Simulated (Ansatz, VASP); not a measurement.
MgO: VASP beside Ansatz

Contents of INCAR:

```
PREC     = Accurate       # precision mode
ENCUT    = 520            # plane-wave cutoff, eV
EDIFF    = 1E-6           # SCF threshold, eV
ISMEAR   = 0              # smearing method
SIGMA    = 0.01           # smearing width, eV
LREAL    = False          # projectors in reciprocal space
LASPH    = True           # aspherical terms in the spheres
NELM     = 100            # most SCF steps
ALGO     = Normal         # electronic algorithm
ISIF     = 2              # what is computed and relaxed
LWAVE    = False          # write WAVECAR
LCHARG   = False          # write CHGCAR
NBANDS   = 11             # bands
```

File KPOINTS:

```
Automatic mesh
0
Gamma
  6 6 6
```

File POSCAR:

```
MgO
1.0
   -0.0103800000      2.1340300000      2.0785000000
    2.0860000000     -0.0171000000      2.0852200000
    2.0729500000      2.1276900000     -0.0040400000
Mg O
1 1
Direct
    0.9960300000      0.0476900000      0.9449100000
    0.5187738303      0.5654037174      0.4659302718
```

Input for Ansatz:

```yaml
crystal:
  lattice:
    - [-0.01038, 2.13403, 2.0785]
    - [2.086, -0.0171, 2.08522]
    - [2.07295, 2.12769, -0.00404]
  atoms:
    - { symbol: Mg, position: [0.99603, 0.04769, 0.94491] }
    - { symbol: O, position: [0.518773830293511, 0.5654037174174428, 0.46593027184720376] }
basis:
  ecutwfc: 540.0
  xc_grid: 2
kpoints:
  mp_grid:
    grid: [6, 6, 6]
hamiltonian:
  xc: lda
scf:
  convergence:
    dr2_threshold: 1.0e-09
  occupations:
    method: fixed
output:
  forces: true
  stress: true
```

Alike in both runs: task single point; functional LDA; k mesh 6 × 6 × 6; no spin polarisation.

```csv
,VASP,Ansatz
version,VASP 6.6.1,Ansatz 0.2.0
potentials or method,"VASP PAW LDA potentials, release 64 (Mg, O), cutoff 520 eV","plane waves, PAW"
occupations,"gaussian, width 0.01 eV",fixed
valence electrons in the cell,8,16
```

VASP gave:

| Item | Value |
| --- | --- |
| pressure (GPa) | -4.6 |
| traceless stress, the component that is largest in VASP (GPa) | -3.05 |
| rms of the force components (eV/Å) | 0.446 |

**Question.** Which values does Ansatz return?

**Answer.** Pressure (GPa): -3.0; traceless stress, the component that is largest in VASP (GPa): -3.02; rms of the force components (eV/Å): 0.433.

LDA's correlation is that of Perdew and Zunger in VASP and of Perdew and Wang (1992) in Ansatz. Atom by atom the forces differ by 0.013 eV/Å (rms over components). VASP's potentials hold 8 valence electrons a cell and Ansatz's 16, so a difference there can come from the potentials and not from the codes. Ansatz's warnings: stress scf threshold loose.

The k mesh is coarse, so the values compare programs but aren't converged.
